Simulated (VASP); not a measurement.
Here is a VASP 6.6.1 calculation.

The input INCAR:

```
PREC = Accurate
ENCUT = 560
EDIFF = 1E-6
ISMEAR = 0
SIGMA = 0.05
LREAL = False
LASPH = True
NELM = 200
ALGO = Normal
ISIF = 2
LWAVE = False
LCHARG = False
ISPIN = 2
MAGMOM = 0.05 -0.05 0 0
LORBIT = 11
LMAXMIX = 4
LDAU = True
LDAUTYPE = 2
LDAUL = 2 -1
LDAUU = 3 0
LDAUJ = 0 0
LDAUPRINT = 1
NBANDS = 34
GGA_COMPAT = False
```

Contents of KPOINTS:

```
regular mesh
0
Gamma
  6 6 6
```

POSCAR

```
RuS
1.0
    3.0319028300      0.0000000000      0.0000000000
    0.0000000000      3.0319028300      3.0319028300
    0.0000000000      0.0000000000      6.0638056600
Ru S
2 2
Direct
    0.0000000000      0.0000000000      0.0000000000
    0.0000000000      0.0000000000      0.5000000000
    0.5000000000      0.5000000000      0.0000000000
    0.5000000000      0.5000000000      0.5000000000
```

Potentials or basis: VASP PAW LDA potentials, release 64 (Ru_sv, S).

Run with:

```console
$ cat potpaw_LDA.64/Ru_sv/POTCAR potpaw_LDA.64/S/POTCAR > POTCAR
$ mpirun -np 1 vasp_std > vasp.out
```

Q: Estimate the band gap on the k mesh.

A: Zero (filled and empty bands overlap).

Q: What does it give for the site moments?

A: Ru +0.06, -0.06; S +0.00 μB.

Q: Predict the net moment.

A: 0.00 μB per cell.

Q: What does it give for the pressure?

A: -19.5 GPa.

Eigenvalues of the final occupation matrices:
| site | spin | trace | eigenvalues |
| --- | --- | --- | --- |
| site 1 d | 1 | 2.77 | 0.52 0.56 0.56 0.56 0.57 |
| site 1 d | 2 | 2.72 | 0.50 0.54 0.56 0.56 0.56 |
| site 2 d | 1 | 2.72 | 0.50 0.54 0.56 0.56 0.56 |
| site 2 d | 2 | 2.77 | 0.52 0.56 0.56 0.56 0.57 |

Caveat: the cell stands under tension.
